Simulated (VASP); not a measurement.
# LiCl in VASP: notebook

Runs on LiCl. Level: PBE. Tasks: single point.

Everything below comes from runs of VASP 6.6.1. Logs are shortened: lines on timing, memory, paths and dates and some standing lists are left out, and cuts for length are marked.

### Step 1. The cell of the first run

Symmetry: Fm-3m, No. 225, cubic system. Conventional cell: a = 5.206 Å, b = 5.206 Å, c = 5.206 Å, α = 90.00°, β = 90.00°, γ = 90.00°. Within 3.4 Å of Li (site symmetry m-3m) lie 6 Cl at 2.60 Å. Cl (site symmetry m-3m) has 6 Li at 2.60 Å within 3.4 Å.

### Step 2. Single point, PBE (strain +0.015 along x and y, +0.015 along z)

Contents of INCAR:

```
SYSTEM = LiCl
PREC     = Accurate       ! precision mode
ENCUT    = 520            ! plane-wave cutoff, eV
EDIFF    = 1E-6           ! SCF threshold, eV
ISMEAR   = 0              ! smearing method
SIGMA    = 0.05           ! smearing width, eV
LREAL    = .FALSE.        ! projectors in reciprocal space
LASPH    = .TRUE.         ! aspherical terms in the spheres
NELM     = 60             ! most SCF steps
ALGO     = Normal         ! electronic algorithm
ISIF     = 2              ! what is computed and relaxed
LWAVE    = .FALSE.        ! write WAVECAR
LCHARG   = .FALSE.        ! write CHGCAR
GGA      = PE             ! functional
NBANDS   = 12             ! bands
```

Contents of KPOINTS:

```
Automatic mesh
0
G
  8 8 8
  0 0 0
```

Contents of POSCAR:

```
LiCl
1.0
    0.0000000000      2.6032314000      2.6032314000
    2.6032314000      0.0000000000      2.6032314000
    2.6032314000      2.6032314000      0.0000000000
Li Cl
1 1
Direct
    0.0000000000      0.0000000000      0.0000000000
    0.5000000000      0.5000000000      0.5000000000
```

Potentials or basis: VASP PAW PBE potentials, release 64 (Li_sv, Cl).

Launch:

```bash
$ cat potpaw_PBE.64/Li_sv/POTCAR potpaw_PBE.64/Cl/POTCAR > POTCAR
$ mpirun -np 1 vasp_std > vasp.out
```

OUTCAR:

```text
SYSTEM = LiCl
   PREC = Accurate
   ENCUT = 520
   EDIFF = 1E-6
   ISMEAR = 0
   LREAL = .FALSE.
   LASPH = .TRUE.
   NELM = 60
   ISIF = 2
   GGA = PE

 ion  position               nearest neighbor table
   1  0.000  0.000  0.000-   2 2.60   2 2.60   2 2.60   2 2.60   2 2.60   2 2.60
   2  0.500  0.500  0.500-   1 2.60   1 2.60   1 2.60   1 2.60   1 2.60   1 2.60

  LATTYP: Found a face centered cubic cell.
 ALAT       =     5.2064628000

  Lattice vectors:

 A1 = (   0.0000000000,   2.6032314000,   2.6032314000)
 A2 = (   2.6032314000,   0.0000000000,   2.6032314000)
 A3 = (   2.6032314000,   2.6032314000,   0.0000000000)

Analysis of symmetry for initial positions (statically):
=====================================================================
 Subroutine PRICEL returns:
 Original cell was already a primitive cell.

 Routine SETGRP: Setting up the symmetry group for a
 face centered cubic supercell.

 Subroutine GETGRP returns: Found 48 space group operations
 (whereof 48 operations were pure point group operations)
 out of a pool of 48 trial point group operations.

The static configuration has the point symmetry O_h .

Analysis of symmetry for dynamics (positions and initial velocities):
=====================================================================
 Subroutine PRICEL returns:
 Original cell was already a primitive cell.

 Routine SETGRP: Setting up the symmetry group for a
 face centered cubic supercell.

 Subroutine GETGRP returns: Found 48 space group operations
 (whereof 48 operations were pure point group operations)
 out of a pool of 48 trial point group operations.

The dynamic configuration has the point symmetry O_h .

 Subroutine INISYM returns: Found 48 space group operations
 (whereof 48 operations are pure point group operations),
 and found     1 'primitive' translations

----------------------------------------------------------------------------------------

                                     Primitive cell

  volume of cell :      35.2832

  direct lattice vectors                    reciprocal lattice vectors
     0.000000000  2.603231400  2.603231400    -0.192068980  0.192068980  0.192068980
     2.603231400  0.000000000  2.603231400     0.192068980 -0.192068980  0.192068980
     2.603231400  2.603231400  0.000000000     0.192068980  0.192068980 -0.192068980

  length of vectors
     3.681525152  3.681525152  3.681525152     0.332673232  0.332673232  0.332673232

  position of ions in fractional coordinates (direct lattice)
     0.000000000  0.000000000  0.000000000
     0.500000000  0.500000000  0.500000000

  ion indices of the primitive-cell ions
   primitive index   ion index
                 1           1
                 2           2

----------------------------------------------------------------------------------------

 KPOINTS: Automatic mesh

Automatic generation of k-mesh.
 Grid dimensions read from file:
 generate k-points for:    8    8    8

 Generating k-lattice:

  Cartesian coordinates                     Fractional coordinates (reciprocal lattice)
    -0.024008623  0.024008623  0.024008623     0.125000000  0.000000000  0.000000000
     0.024008623 -0.024008623  0.024008623     0.000000000  0.125000000  0.000000000
     0.024008623  0.024008623 -0.024008623     0.000000000  0.000000000  0.125000000

  Length of vectors
     0.041584154  0.041584154  0.041584154

  Shift w.r.t. Gamma in fractional coordinates (k-lattice)
     0.000000000  0.000000000  0.000000000

 Subroutine IBZKPT returns following result:
 ===========================================

 Found     29 irreducible k-points:

 Following reciprocal coordinates:
            Coordinates               Weight
  0.000000  0.000000  0.000000      1.000000
  0.125000  0.000000  0.000000      8.000000
  0.250000  0.000000  0.000000      8.000000
  0.375000  0.000000  0.000000      8.000000
  0.500000  0.000000  0.000000      4.000000
  0.125000  0.125000  0.000000      6.000000
[... 16 lines left out ...]
  0.500000  0.250000  0.125000     48.000000
 -0.375000  0.250000  0.125000     24.000000
 [... further k-points ...]
   k-points           NKPTS =     29   k-points in BZ     NKDIM =     29   number of bands    NBANDS=     12
   number of dos      NEDOS =    301   number of ions     NIONS =      2
   total plane-waves  NPLWV =  21952
   dimension x,y,z NGX =    28 NGY =   28 NGZ =   28
   dimension x,y,z NGXF=    56 NGYF=   56 NGZF=   56
   ions per type =               1   1
   NGX,Y,Z   is equivalent  to a cutoff of  12.64, 12.64, 12.64 a.u.
   NGXF,Y,Z  is equivalent  to a cutoff of  25.29, 25.29, 25.29 a.u.
 SYSTEM =  LiCl
   PREC   = accura    normal or accurate (medium, high low for compatibility)
   ISTART =      0    job   : 0-new  1-cont  2-samecut
   ICHARG =      2    charge: 1-file 2-atom 10-const
   ISPIN  =      1    spin polarized calculation?
   LNONCOLLINEAR =      F non collinear calculations
   LSORBIT =      F    spin-orbit coupling
   LASPH  =      T    aspherical Exc in radial PAW
   ENCUT  =  520.0 eV  38.22 Ry    6.18 a.u.   6.85  6.85  6.85*2*pi/ulx,y,z
   NELM   =     60;   NELMIN=  2; NELMDL= -5     # of ELM steps
   EDIFF  = 0.1E-05   stopping-criterion for ELM
   LREAL  =      F    real-space projection
   EDIFFG = 0.1E-04   stopping-criterion for IOM
   NSW    =      0    number of steps for IOM
   IBRION =     -1    ionic relax: 0-MD 1-quasi-New 2-CG
   NFREE  =      0    steps in history (QN), initial steepest desc. (CG)
   ISIF   =      2    stress and relaxation
   ISYM   =      2    0-nonsym 1-usesym 2-fastsym
   POTIM  = 0.5000    time-step for ionic-motion
   TEBEG  =    0.0;   TEEND  =   0.0 temperature during run
   PSTRESS=    0.0 pullay stress
   NELECT =      10.0000    total number of electrons
   NUPDOWN=      -1.0000    fix difference up-down
   EMIN   =  10.00;   EMAX   =-10.00  energy-range for DOS
   EFERMI =   0.00;   METHOD = LEGACY
   ISMEAR =     0;   SIGMA  =   0.05  broadening in eV -4-tet -1-fermi 0-gaus
   EFERMI_NEDOS =   21; number of points for ismear=-14 and -15
   IALGO  =     38    algorithm
   IMIX   =      4    mixing-type and parameters
     AMIX     =   0.40;   BMIX     =  1.00
     AMIX_MAG =   1.60;   BMIX_MAG =  1.00
  volume/ion in A,a.u.               =      17.64       119.05
  Fermi-wavevector in a.u.,A,eV,Ry     =   1.075355  2.032127 15.733633  1.156389
  Thomas-Fermi vector in A             =   2.211210
   LORBIT       =      0    0 simple, 1 ext, 2 COOP (PROOUT), +10 PAW based schemes
   GGA     = PE    functional components
   LHFCALC =     F    Hartree Fock is set to
   AEXX    =    0.0000 exact exchange contribution
   IVDW    =     0    specifies the selected vdW correction
   LEPSILON=     F    determine dielectric tensor
   LRPA    =     F    only Hartree local field effects (RPA)
 non-spin polarized calculation
 Gauss-broadening in eV      SIGMA  =   0.05
  energy-cutoff  :      520.00
  volume of cell :       35.28
 maximum number of plane-waves:       960
   NGX = 13   NGY = 13   NGZ = 13

 number of electron      10.0000011 magnetization

 Free energy of the ion-electron system (eV)
  ---------------------------------------------------
  ext. energy  EPLUGINS =         0.00000000
  ---------------------------------------------------
  free energy    TOTEN  =        -7.38263686 eV

  energy without entropy =       -7.38263686  energy(sigma->0) =       -7.38263686

 E-fermi :   0.6280     XC(G=0):  -8.5394

 val. band max:        0.2541908882   @ k =   0.0000   0.0000   0.0000
 cond. band min:       6.3462942961   @ k =   0.0000   0.0000   0.0000
 fundamental gap:      6.0921034079
 Fermi energy:         0.6279869247

 k-point     1 :       0.0000    0.0000    0.0000
  band No.  band energies     occupation
      1     -43.3522      2.00000
      2     -12.9917      2.00000
      3       0.2542      2.00000
      4       0.2542      2.00000
      5       0.2542      2.00000
      6       6.3463      0.00000
      7      12.1514      0.00000
      8      12.1514      0.00000
      9      12.1514      0.00000
     10      14.5118      0.00000
     11      14.5119      0.00000
     12      14.5119      0.00000

 k-point     2 :       0.1250    0.0000    0.0000
  band No.  band energies     occupation
      1     -43.3519      2.00000
      2     -12.9232      2.00000
      3      -0.2400      2.00000
      4       0.2164      2.00000
      5       0.2164      2.00000
      6       6.8040      0.00000
      7      11.3448      0.00000
      8      12.0184      0.00000
      9      12.0184      0.00000
     10      13.2400      0.00000
     11      13.2401      0.00000
     12      14.9760      0.00000

 k-point     3 :       0.2500    0.0000    0.0000
  band No.  band energies     occupation
      1     -43.3512      2.00000
      2     -12.7495      2.00000
      3      -1.2288      2.00000
      4       0.1297      2.00000
      5       0.1297      2.00000
      6       7.3084      0.00000
      7      10.8834      0.00000
      8      10.8834      0.00000
      9      11.0465      0.00000
     10      14.0926      0.00000
     11      14.0926      0.00000
     12      15.5231      0.00000

 k-point     4 :       0.3750    0.0000    0.0000
  band No.  band energies     occupation
      1     -43.3504      2.00000
      2     -12.5621      2.00000
      3      -2.0626      2.00000
      4       0.0490      2.00000
      5       0.0490      2.00000
      6       7.1266      0.00000
      7      10.0241      0.00000
      8      10.0242      0.00000
      9      12.0613      0.00000
     10      15.8125      0.00000
     11      15.8125      0.00000
     12      16.1807      0.00000

 k-point     5 :       0.5000    0.0000    0.0000
  band No.  band energies     occupation
      1     -43.3502      2.00000
      2     -12.4799      2.00000
      3      -2.3814      2.00000
      4       0.0171      2.00000
      5       0.0171      2.00000
      6       6.9647      0.00000
      7       9.7278      0.00000
      8       9.7278      0.00000
      9      12.7776      0.00000
     10      16.8542      0.00000
     11      17.1973      0.00000
     12      17.1973      0.00000
[... 228 lines left out ...]
      1     -43.3495      2.00000
      2     -12.2644      2.00000
      3      -2.4405      2.00000
      4      -0.7663      2.00000
      5      -0.7663      2.00000
      6       8.0386      0.00000
      7       8.6074      0.00000
      8      12.3196      0.00000
      9      14.0313      0.00000
     10      14.0313      0.00000
     11      17.0858      0.00000
     12      18.6390      0.00000

 k-point    22 :       0.3750    0.2500    0.1250
  band No.  band energies     occupation
      1     -43.3507      2.00000
      2     -12.6082      2.00000
      3      -1.4245      2.00000
      4      -0.5397      2.00000
      5      -0.0544      2.00000
      6       8.4673      0.00000
      7       9.8562      0.00000
      8      10.0155      0.00000
      9      11.7577      0.00000
     10      13.2267      0.00000
     11      16.5224      0.00000
     12      17.0545      0.00000

 k-point    23 :       0.5000    0.2500    0.1250
  band No.  band energies     occupation
      1     -43.3501      2.00000
      2     -12.4479      2.00000
      3      -1.9092      2.00000
      4      -0.8617      2.00000
      5      -0.1980      2.00000
      6       8.5201      0.00000
      7       9.5632      0.00000
      8      10.5035      0.00000
      9      11.4134      0.00000
     10      14.4599      0.00000
     11      17.4872      0.00000
     12      17.8307      0.00000

 k-point    24 :      -0.3750    0.2500    0.1250
  band No.  band energies     occupation
      1     -43.3498      2.00000
      2     -12.3783      2.00000
      3      -2.1209      2.00000
      4      -0.9516      2.00000
      5      -0.2802      2.00000
      6       8.3698      0.00000
      7       9.5032      0.00000
      8      10.6962      0.00000
      9      11.7176      0.00000
     10      15.5732      0.00000
     11      16.0873      0.00000
     12      18.1598      0.00000

 [... further k-points ...]
[... 5 lines left out ...]
  --------------------------------------------------------------------------------------
  -------------------------------------------------------------------------------------
  Total       -0.2346735     -0.2346735     -0.2346735     -0.0000000      0.0000000      0.0000000
  in kB      -10.6562969    -10.6562969    -10.6562969     -0.0000000      0.0000000      0.0000000
  external PRESSURE =     -10.6562969 kB  Pullay stress =       0.0000000 kB

 VOLUME and BASIS-vectors are now :
 -----------------------------------------------------------------------------
  energy-cutoff  :      520.00
  volume of cell :       35.28
      direct lattice vectors                 reciprocal lattice vectors
     0.000000000  2.603231400  2.603231400    -0.192068980  0.192068980  0.192068980
     2.603231400  0.000000000  2.603231400     0.192068980 -0.192068980  0.192068980
     2.603231400  2.603231400  0.000000000     0.192068980  0.192068980 -0.192068980

 POSITION                                       TOTAL-FORCE (eV/Angst)
 -----------------------------------------------------------------------------------
      0.00000      0.00000      0.00000         0.000000     -0.000000     -0.000000
      2.60323      2.60323      2.60323        -0.000000      0.000000      0.000000
 -----------------------------------------------------------------------------------
    total drift:                                0.000000      0.000000      0.000000

  FREE ENERGIE OF THE ION-ELECTRON SYSTEM (eV)
  ---------------------------------------------------
  free  energy   TOTEN  =        -7.3826368553 eV

  energy  without entropy=       -7.3826368553  energy(sigma->0) =       -7.38263686
```

Run time: 8.6 s. Hardware: 1 thread of Intel Xeon Platinum 8375C at 2.90GHz (Ice Lake), shared host; peak memory 0.15 GiB.

What came out:

* Free energy: -7.3826 eV
* Band gap on the k mesh: 6.09 eV, direct

Levels at points of the mesh, in eV from the valence-band top:
| k point | band 1 | band 2 | band 3 | band 4 | band 5 | band 6 | band 7 | band 8 | band 9 | band 10 |
| --- | --- | --- | --- | --- | --- | --- | --- | --- | --- | --- |
| (0.00, 0.00, 0.00) | -43.61 | -13.25 | 0.00 | 0.00 | 0.00 | 6.09 | 11.90 | 11.90 | 11.90 | 14.26 |
| (0.50, 0.00, 0.00) | -43.60 | -12.73 | -2.64 | -0.24 | -0.24 | 6.71 | 9.47 | 9.47 | 12.52 | 16.60 |
| (0.50, 0.50, 0.00) | -43.60 | -12.52 | -2.69 | -1.02 | -1.02 | 7.78 | 8.35 | 12.07 | 13.78 | 13.78 |

Caveat: the cell differs from its parent crystal (strain +0.015 along x and y, +0.015 along z); the cutoff is under 1.25 times the usual one of these potentials, so pressure, stress and relaxed cells hold a basis-set (Pulay) error. A k mesh can miss the band edges.

### Step 3. Single point, PBE (strain +0.030 along x and y, +0.030 along z)

Contents of INCAR:

```
SYSTEM = LiCl
PREC = Accurate
ENCUT = 520
EDIFF = 1E-6
ISMEAR = 0
SIGMA = 0.05
LREAL = .False.
LASPH = .True.
NELM = 100
ALGO = Normal
ISIF = 2
LWAVE = .False.
LCHARG = .False.
GGA = PE
NBANDS = 12
```

Contents of KPOINTS:

```
Automatic mesh
0
Gamma
  8 8 8
  0 0 0
```

Contents of POSCAR:

```
LiCl
1.0
    0.0000000000      2.6417028000      2.6417028000
    2.6417028000      0.0000000000      2.6417028000
    2.6417028000      2.6417028000      0.0000000000
Li Cl
1 1
Direct
    0.0000000000      0.0000000000      0.0000000000
    0.5000000000      0.5000000000      0.5000000000
```

Potentials or basis: VASP PAW PBE potentials, release 64 (Li_sv, Cl).

Launch:

```bash
$ cat potpaw_PBE.64/Li_sv/POTCAR potpaw_PBE.64/Cl/POTCAR > POTCAR
$ mpirun -np 1 vasp_std > vasp.out
```

It took 8.7 s on 1 thread of Intel Xeon Platinum 8375C at 2.90GHz (Ice Lake), shared host; peak memory 0.15 GiB.

The run converged. Its results:

* Free energy: -7.3673 eV
* Band gap on the k mesh: 5.86 eV, direct

Levels at points of the mesh, in eV from the valence-band top:
| k point | band 2 | band 3 | band 4 | band 5 | band 6 | band 7 | band 8 | band 9 |
| --- | --- | --- | --- | --- | --- | --- | --- | --- |
| (0.00, 0.00, 0.00) | -13.11 | 0.00 | 0.00 | 0.00 | 5.86 | 11.85 | 11.85 | 11.85 |
| (0.50, 0.00, 0.00) | -12.65 | -2.47 | -0.22 | -0.22 | 6.66 | 9.44 | 9.44 | 12.09 |
| (0.50, 0.50, 0.00) | -12.46 | -2.51 | -0.95 | -0.95 | 7.68 | 8.40 | 11.71 | 13.45 |

Caveat: the cell differs from its parent crystal (strain +0.030 along x and y, +0.030 along z); the cutoff is under 1.25 times the usual one of these potentials, so pressure, stress and relaxed cells hold a basis-set (Pulay) error. A k mesh can miss the band edges.

### Step 4. Single point, PBE (strain -0.030 along x and y, +0.000 along z)

Contents of INCAR:

```
PREC     = Accurate       # precision mode
ENCUT    = 520            # plane-wave cutoff, eV
EDIFF    = 1E-6           # SCF threshold, eV
ISMEAR   = 0              # smearing method
SIGMA    = 0.05           # smearing width, eV
LREAL    = False          # projectors in reciprocal space
LASPH    = True           # aspherical terms in the spheres
NELM     = 80             # most SCF steps
ALGO     = Normal         # electronic algorithm
ISIF     = 2              # what is computed and relaxed
LWAVE    = False          # write WAVECAR
LCHARG   = False          # write CHGCAR
GGA      = PE             # functional
NBANDS   = 12             # bands
```

Contents of KPOINTS:

```
regular mesh
0
Gamma
  8 8 8
```

Contents of POSCAR:

```
LiCl
1.0
    0.0000000000      2.4878172000      2.5647600000
    2.4878172000      0.0000000000      2.5647600000
    2.4878172000      2.4878172000      0.0000000000
Li Cl
1 1
Direct
    0.0000000000      0.0000000000      0.0000000000
    0.5000000000      0.5000000000      0.5000000000
```

Launch:

```bash
$ cat potpaw_PBE.64/Li_sv/POTCAR potpaw_PBE.64/Cl/POTCAR > POTCAR
$ mpirun -np 1 vasp_std > vasp.out
```

Run time: 14 s. Hardware: 1 thread of Intel Xeon Platinum 8375C at 2.90GHz (Ice Lake), shared host; peak memory 0.15 GiB.

Results (log left out):

```
Free energy            : -7.3645 eV
Band gap on the k mesh : 6.65 eV, direct
```

Levels at points of the mesh, in eV from the valence-band top:
| k point | band 3 | band 4 | band 5 | band 6 | band 7 | band 8 |
| --- | --- | --- | --- | --- | --- | --- |
| (0.00, 0.00, 0.00) | -0.08 | -0.08 | 0.00 | 6.65 | 11.75 | 12.03 |
| (0.50, 0.00, 0.00) | -3.12 | -0.38 | -0.29 | 6.76 | 9.36 | 9.60 |
| (0.50, 0.50, 0.00) | -3.24 | -1.20 | -1.20 | 8.03 | 8.24 | 12.63 |
| (0.50, 0.00, 0.50) | -3.23 | -1.41 | -1.20 | 7.95 | 8.10 | 13.07 |

Caveat: the cell differs from its parent crystal (strain -0.030 along x and y, +0.000 along z); the cutoff is under 1.25 times the usual one of these potentials, so pressure, stress and relaxed cells hold a basis-set (Pulay) error.

### Step 5. Overview

```tsv
cell	gap on the mesh (eV)
a = 3.682 Å, angles 60.0°, 2 atoms	6.09
a = 3.736 Å, angles 60.0°, 2 atoms	5.86
a = 3.573, b = 3.573, c = 3.518 Å, angles 60.5, 60.5, 59.0°, 2 atoms	6.65
```

Alike in all rows: task single point; level PBE; potentials or basis VASP PAW PBE potentials, release 64 (Li_sv, Cl); no spin polarisation; k mesh 8 × 8 × 8; cutoff (eV) 520; smearing gaussian 0.05 eV.

Caveats: the cutoff is under 1.25 times the usual one of these potentials, so pressure, stress and relaxed cells hold a basis-set (Pulay) error.

Absolute energies hang on the potentials; compare differences alone.
